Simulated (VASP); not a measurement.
# YHg in VASP: notebook, part 2 of 2

VASP 6.6.1. Earlier steps stand in the parts before.

### Step 3. Electric field gradients, LDA (23.46 Å³/atom)

This run uses another cell than the first one, of 23.46 Å³/atom.

The input, INCAR:

```
PREC = Accurate ; ENCUT = 520
EDIFF = 1E-8 ; ISMEAR = -1
SIGMA = 0.08 ; LREAL = F
LASPH = T ; NELM = 100
ALGO = Normal ; ISIF = 2
LWAVE = F ; LCHARG = F
LEFG = T ; NBANDS = 18
```

The input, KPOINTS:

```
Automatic mesh
0
Gamma
  11 11 11
```

The input, POSCAR:

```
YHg
1.0
    3.6068360523      0.0000000000      0.0000000000
    0.0000000000      3.6068360523      0.0000000000
    0.0000000000      0.0000000000      3.6068360523
Y Hg
1 1
Direct
    0.5000000000      0.5000000000      0.5000000000
    0.0000000000      0.0000000000      0.0000000000
```

Potentials or basis: VASP PAW LDA potentials, release 64 (Y_sv, Hg).

The run is started by

```bash
> cat potpaw_LDA.64/Y_sv/POTCAR potpaw_LDA.64/Hg/POTCAR > POTCAR
> mpirun -np 1 vasp_std > vasp.out
```

OUTCAR:

```text
PREC = Accurate
   ENCUT = 520
   EDIFF = 1E-8
   ISMEAR = -1
   LREAL = F
   LASPH = T
   NELM = 100
   ISIF = 2

 ion  position               nearest neighbor table
   1  0.500  0.500  0.500-   2 3.12   2 3.12   2 3.12   2 3.12   2 3.12   2 3.12   2 3.12   2 3.12

   2  0.000  0.000  0.000-   1 3.12   1 3.12   1 3.12   1 3.12   1 3.12   1 3.12   1 3.12   1 3.12

  LATTYP: Found a simple cubic cell.
 ALAT       =     3.6068360523

  Lattice vectors:

 A1 = (   3.6068360523,   0.0000000000,   0.0000000000)
[... 716 lines left out ...]
  FREE ENERGIE OF THE ION-ELECTRON SYSTEM (eV)
  ---------------------------------------------------
  free  energy   TOTEN  =        -9.2240947945 eV

  energy  without entropy=       -9.1770812485  energy(sigma->0) =       -9.20058802

 Electric field gradients (V/A^2)
---------------------------------------------------------------------
 ion       V_xx      V_yy      V_zz      V_xy      V_xz      V_yz
---------------------------------------------------------------------
   1       0.000    -0.000     0.000     0.000    -0.000    -0.000
   2      -0.000    -0.000     0.000     0.000     0.000    -0.000
---------------------------------------------------------------------

 Electric field gradients after diagonalization (V/A^2)
 (convention: |V_zz| > |V_xx| > |V_yy|)
----------------------------------------------------------------------
 ion       V_xx      V_yy      V_zz     asymmetry (V_yy - V_xx)/ V_zz
----------------------------------------------------------------------
   1      -0.000     0.000     0.000       0.866
   2      -0.000    -0.000     0.000       0.119
----------------------------------------------------------------------

           NMR quadrupolar parameters

 Cq : quadrupolar parameter    Cq=e*Q*V_zz/h
 eta: asymmetry parameters     (V_yy - V_xx)/ V_zz
 Q  : nuclear electric quadrupole moment in mb (millibarn)
----------------------------------------------------------------------
 ion       Cq(MHz)       eta       Q (mb)
----------------------------------------------------------------------
   1       0.000       0.866       1.000
   2       0.000       0.119       1.000
----------------------------------------------------------------------
```

OSZICAR:

```text
N       E                     dE             d eps       ncg     rms          rms(c)
DAV:   1     0.134041774567E+03    0.13404E+03   -0.11807E+04  2048   0.123E+03
DAV:   2    -0.366471550229E+01   -0.13771E+03   -0.13370E+03  2216   0.306E+02
DAV:   3    -0.960378892137E+01   -0.59391E+01   -0.58957E+01  3058   0.529E+01
DAV:   4    -0.973320143575E+01   -0.12941E+00   -0.12912E+00  2392   0.567E+00
DAV:   5    -0.973513865430E+01   -0.19372E-02   -0.19360E-02  2632   0.556E-01    0.322E+01
DAV:   6    -0.931180207267E+01    0.42334E+00   -0.72531E-01  2234   0.774E+00    0.193E+01
DAV:   7    -0.923043324611E+01    0.81369E-01   -0.43228E-01  2346   0.409E+00    0.280E+00
DAV:   8    -0.922557570379E+01    0.48575E-02   -0.27884E-02  2260   0.121E+00    0.488E-01
DAV:   9    -0.922409687700E+01    0.14788E-02   -0.80627E-03  2336   0.641E-01    0.100E-01
DAV:  10    -0.922409480375E+01    0.20732E-05   -0.34246E-04  2224   0.104E-01    0.231E-02
DAV:  11    -0.922409472215E+01    0.81604E-07   -0.77004E-06  2474   0.178E-02    0.136E-02
DAV:  12    -0.922409478357E+01   -0.61424E-07   -0.57405E-07  2836   0.546E-03    0.721E-03
DAV:  13    -0.922409479342E+01   -0.98453E-08   -0.15377E-07  2174   0.293E-03    0.110E-03
DAV:  14    -0.922409479445E+01   -0.10350E-08   -0.52946E-09  1346   0.571E-04
   1 F= -.92240948E+01 E0= -.92005880E+01  d E =-.470135E-01
```

It took 39 s on 1 thread of Intel Xeon 8259CL, shared host; peak memory 0.19 GiB.

Results:

```yaml
Free_energy: -9.2241 eV
Pressure: 1.5 GPa
Band_gap_on_the_k_mesh: zero (an odd number of electrons rules out a gap without spin polarisation)
Largest_electric_field_gradient_by_atom: zero within the noise of the run
```

Caveat: spin-orbit coupling is left out, which moves the levels of the heavy elements.
